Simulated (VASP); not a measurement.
A run of VASP 6.6.1 is set up as follows.

The input POSCAR:

```
Ti
1.0
    0.0000000000      2.0300000000      2.0300000000
    2.0300000000      0.0000000000      2.0300000000
    2.0300000000      2.0300000000      0.0000000000
Ti
1
Direct
    0.0000000000      0.0000000000      0.0000000000
```

File INCAR.step1:

```
PREC     = Accurate       # precision mode
ENCUT    = 520            # plane-wave cutoff, eV
EDIFF    = 1E-5           # SCF threshold, eV
ISMEAR   = -1             # smearing method
SIGMA    = 0.05           # smearing width, eV
LREAL    = False          # projectors in reciprocal space
LASPH    = True           # aspherical terms in the spheres
NELM     = 100            # most SCF steps
ALGO     = Normal         # electronic algorithm
ISIF     = 2              # what is computed and relaxed
LWAVE    = True           # write WAVECAR
NBANDS   = 12             # bands
GGA      = PE             # functional
```

The input INCAR.step2:

```
PREC     = Accurate       # precision mode
ENCUT    = 520            # plane-wave cutoff, eV
EDIFF    = 1E-7           # SCF threshold, eV
ISMEAR   = -1             # smearing method
SIGMA    = 0.05           # smearing width, eV
LREAL    = False          # projectors in reciprocal space
LASPH    = True           # aspherical terms in the spheres
NELM     = 100            # most SCF steps
ALGO     = Normal         # electronic algorithm
ISIF     = 2              # what is computed and relaxed
LWAVE    = False          # write WAVECAR
LCHARG   = True           # write CHGCAR
GGA      = PE             # functional
LHFCALC  = True           # exact exchange
HFSCREEN = 0.2079         # screening, 1/A
PRECFOCK = Normal       
LELF     = True           # ELF
LVHAR    = True         
NBANDS   = 12             # bands
ISTART   = 1
```

File KPOINTS:

```
Automatic mesh
0
Gamma
  6 6 6
```

Potentials or basis: VASP PAW PBE potentials, release 64 (Ti_sv).

Command:

```sh
$ cat potpaw_PBE.64/Ti_sv/POTCAR > POTCAR
$ cp INCAR.step1 INCAR
$ mpirun -np 1 vasp_std > vasp.out
$ cp INCAR.step2 INCAR
$ mpirun -np 1 vasp_std > vasp.out
```

Question: Estimate the band gap on the k mesh.

Answer: Zero (bands 6 and 7 overlap by 1.50 eV).

Question: Predict the pressure.

Answer: 3.7 GPa.

Caveat: the k points lie up to 0.45 Å⁻¹ apart, too coarse for converged energies and pressures of a metal; the PAW data sets were made with another functional, which shifts forces and pressure a little.
